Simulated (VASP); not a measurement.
# Cs (P-3m1) in VASP: single point with LDA

Aim: the single point of Cs with LDA.

Everything below comes from runs of VASP 6.6.1. Logs are shortened: lines on timing, memory, paths and dates and some standing lists are left out, and cuts for length are marked.

**1. The cell of the first run**

It takes space group P-3m1 (No. 164, trigonal). The conventional cell has a = 5.505 Å, b = 5.505 Å, c = 6.626 Å, α = 90.00°, β = 90.00°, γ = 120.00°. Within 5.9 Å of Cs (site symmetry 3m) lie 12 Cs at 4.49 to 5.51 Å.

**2. Single point, LDA**

Input file INCAR:

```
PREC = Accurate
ENCUT = 500
EDIFF = 1E-6
ISMEAR = -1
SIGMA = 0.1
LREAL = F
LASPH = T
NELM = 120
ALGO = Normal
ISIF = 2
LWAVE = F
LCHARG = T
GGA = CA
LELF = T
LVHAR = T
NBANDS = 16
GGA_COMPAT = F
```

Input file KPOINTS:

```
regular mesh
0
Gamma
  4 4 3
```

Input file POSCAR:

```
Cs
1.0
    5.5050070000      0.0000000000      0.0000000000
   -2.7525030000      4.7674760000      0.0000000000
    0.0000000000      0.0000000000      6.6264140000
Cs
2
Direct
    0.6666666667      0.3333333333      0.7609810000
    0.3333333333      0.6666666667      0.2390190000
```

Potentials or basis: VASP PAW LDA potentials, release 64 (Cs_sv).

Started as:

```sh
$ cat potpaw_LDA.64/Cs_sv/POTCAR > POTCAR
$ mpirun -np 1 vasp_std > vasp.out
```

OUTCAR:

```text
PREC = Accurate
   ENCUT = 500
   EDIFF = 1E-6
   ISMEAR = -1
   LREAL = F
   LASPH = T
   NELM = 120
   ISIF = 2
   GGA = CA

 ion  position               nearest neighbor table
   1  0.667  0.333  0.761-
   2  0.333  0.667  0.239-

  LATTYP: Found a hexagonal cell.
 ALAT       =     5.5050070000
 C/A-ratio  =     1.2037067346

  Lattice vectors:

 A1 = (   5.5050070000,   0.0000000000,   0.0000000000)
 A2 = (  -2.7525030000,   4.7674760000,   0.0000000000)
 A3 = (   0.0000000000,   0.0000000000,   6.6264140000)

Analysis of symmetry for initial positions (statically):
=====================================================================
 Subroutine PRICEL returns:
 Original cell was already a primitive cell.

 Routine SETGRP: Setting up the symmetry group for a
 hexagonal supercell.

 Subroutine GETGRP returns: Found 12 space group operations
 (whereof 12 operations were pure point group operations)
 out of a pool of 24 trial point group operations.

The static configuration has the point symmetry D_3d.

Analysis of symmetry for dynamics (positions and initial velocities):
=====================================================================
 Subroutine PRICEL returns:
 Original cell was already a primitive cell.

 Routine SETGRP: Setting up the symmetry group for a
 hexagonal supercell.

 Subroutine GETGRP returns: Found 12 space group operations
 (whereof 12 operations were pure point group operations)
 out of a pool of 24 trial point group operations.

The dynamic configuration has the point symmetry D_3d.

 Subroutine INISYM returns: Found 12 space group operations
 (whereof 12 operations are pure point group operations),
 and found     1 'primitive' translations

----------------------------------------------------------------------------------------

                                     Primitive cell

  volume of cell :     173.9102

  direct lattice vectors                    reciprocal lattice vectors
     5.505007000  0.000000000  0.000000000     0.181652812  0.104877279  0.000000000
    -2.752503000  4.767476000  0.000000000     0.000000000  0.209754596  0.000000000
     0.000000000  0.000000000  6.626414000     0.000000000  0.000000000  0.150911187

  length of vectors
     5.505007000  5.505006828  6.626414000     0.209754589  0.209754596  0.150911187

  position of ions in fractional coordinates (direct lattice)
     0.666666667  0.333333333  0.760981000
     0.333333333  0.666666667  0.239019000
[... 51 lines left out ...]
 SYSTEM =  unknown system
   PREC   = accura    normal or accurate (medium, high low for compatibility)
   ISTART =      0    job   : 0-new  1-cont  2-samecut
   ICHARG =      2    charge: 1-file 2-atom 10-const
   ISPIN  =      1    spin polarized calculation?
   LNONCOLLINEAR =      F non collinear calculations
   LSORBIT =      F    spin-orbit coupling
   LASPH  =      T    aspherical Exc in radial PAW
   ENCUT  =  500.0 eV  36.75 Ry    6.06 a.u.  10.04 10.04 12.08*2*pi/ulx,y,z
   NELM   =    120;   NELMIN=  2; NELMDL= -5     # of ELM steps
   EDIFF  = 0.1E-05   stopping-criterion for ELM
   LREAL  =      F    real-space projection
[... 7 lines left out ...]
   TEBEG  =    0.0;   TEEND  =   0.0 temperature during run
   PSTRESS=    0.0 pullay stress
   NELECT =      18.0000    total number of electrons
   NUPDOWN=      -1.0000    fix difference up-down
   EMIN   =  10.00;   EMAX   =-10.00  energy-range for DOS
   EFERMI =   0.00;   METHOD = LEGACY
   ISMEAR =    -1;   SIGMA  =   0.10  broadening in eV -4-tet -1-fermi 0-gaus
   EFERMI_NEDOS =   21; number of points for ismear=-14 and -15
   IALGO  =     38    algorithm
   IMIX   =      4    mixing-type and parameters
     AMIX     =   0.40;   BMIX     =  1.00
     AMIX_MAG =   1.60;   BMIX_MAG =  1.00
  volume/ion in A,a.u.               =      86.96       586.80
  Fermi-wavevector in a.u.,A,eV,Ry     =   0.768642  1.452522  8.038462  0.590810
  Thomas-Fermi vector in A             =   1.869459
   LORBIT       =      0    0 simple, 1 ext, 2 COOP (PROOUT), +10 PAW based schemes
   GGA     = CA    functional components
   LHFCALC =     F    Hartree Fock is set to
   AEXX    =    0.0000 exact exchange contribution
   IVDW    =     0    specifies the selected vdW correction
   LEPSILON=     F    determine dielectric tensor
   LRPA    =     F    only Hartree local field effects (RPA)
 non-spin polarized calculation
  energy-cutoff  :      500.00
  volume of cell :      173.91
 maximum number of plane-waves:      4441
   NGX = 21   NGY = 21   NGZ = 25

 number of electron      17.9999999 magnetization

 Free energy of the ion-electron system (eV)
  ---------------------------------------------------
  ext. energy  EPLUGINS =         0.00000000
  ---------------------------------------------------
  free energy    TOTEN  =        -1.87487462 eV

  energy without entropy =       -1.77505400  energy(sigma->0) =       -1.82496431

 E-fermi :   1.1010     XC(G=0):  -6.2974

 val. band max:        1.0230211871   @ k =   0.2500   0.2500   0.3333
 cond. band min:       1.1567316766   @ k =   0.0000   0.0000   0.0000
 fundamental gap:      0.1337104895
 Fermi energy:         1.1009893028

 k-point     1 :       0.0000    0.0000    0.0000
  band No.  band energies     occupation
      1     -22.6831      2.00000
      2     -22.6191      2.00000
      3      -9.7604      2.00000
      4      -9.5073      2.00000
      5      -9.5073      2.00000
      6      -9.3366      2.00000
[... 148 lines left out ...]
      3      -9.7088      2.00000
      4      -9.6569      2.00000
      5      -9.5506      2.00000
      6      -9.4016      2.00000
[... 8 lines left out ...]
     15       3.9384      0.00000
     16       4.2880      0.00000

------------------------ aborting loop because EDIFF is reached ----------------------------------------

  FORCE on cell =-STRESS in cart. coord.  units (eV):
  Direction    XX          YY          ZZ          XY          YZ          ZX
  --------------------------------------------------------------------------------------
  -------------------------------------------------------------------------------------
  Total        0.2167028      0.2167028      0.8604558      0.0000000      0.0000000      0.0000000
  in kB        1.9964116      1.9964117      7.9270973      0.0000002      0.0000000      0.0000000
  external PRESSURE =       3.9733069 kB  Pullay stress =       0.0000000 kB

 VOLUME and BASIS-vectors are now :
 -----------------------------------------------------------------------------
  energy-cutoff  :      500.00
  volume of cell :      173.91
      direct lattice vectors                 reciprocal lattice vectors
     5.505007000  0.000000000  0.000000000     0.181652812  0.104877279  0.000000000
    -2.752503000  4.767476000  0.000000000     0.000000000  0.209754596  0.000000000
     0.000000000  0.000000000  6.626414000     0.000000000  0.000000000  0.150911187

 POSITION                                       TOTAL-FORCE (eV/Angst)
 -----------------------------------------------------------------------------------
      2.75250      1.58916      5.04258         0.000000      0.000000     -0.104705
      0.00000      3.17832      1.58384        -0.000000      0.000000      0.104705
 -----------------------------------------------------------------------------------
    total drift:                                0.000000     -0.000000      0.000000

  FREE ENERGIE OF THE ION-ELECTRON SYSTEM (eV)
  ---------------------------------------------------
  free  energy   TOTEN  =        -1.8748746172 eV

  energy  without entropy=       -1.7750540022  energy(sigma->0) =       -1.82496431
```

It took 16 s on 1 thread of AMD EPYC 7R43 (Zen 3), shared host; peak memory 0.17 GiB.

Results:

* Free energy: -1.8749 eV
* Pressure: 0.4 GPa
* Largest force: 0.105 eV/Å
* Band gap on the k mesh: zero (band 9 reaches 1.02 eV, above the bottom of band 10 at 0.87 eV)

Forces on the atoms (eV/Å):
```
Cs   0.000  0.000 -0.105
Cs   0.000  0.000  0.105
```

Stress tensor (GPa, compression positive):
```
0.20 0.00 0.00
0.00 0.20 0.00
0.00 0.00 0.79
```

Caveat: spin-orbit coupling is left out, which moves the levels of the heavy elements.
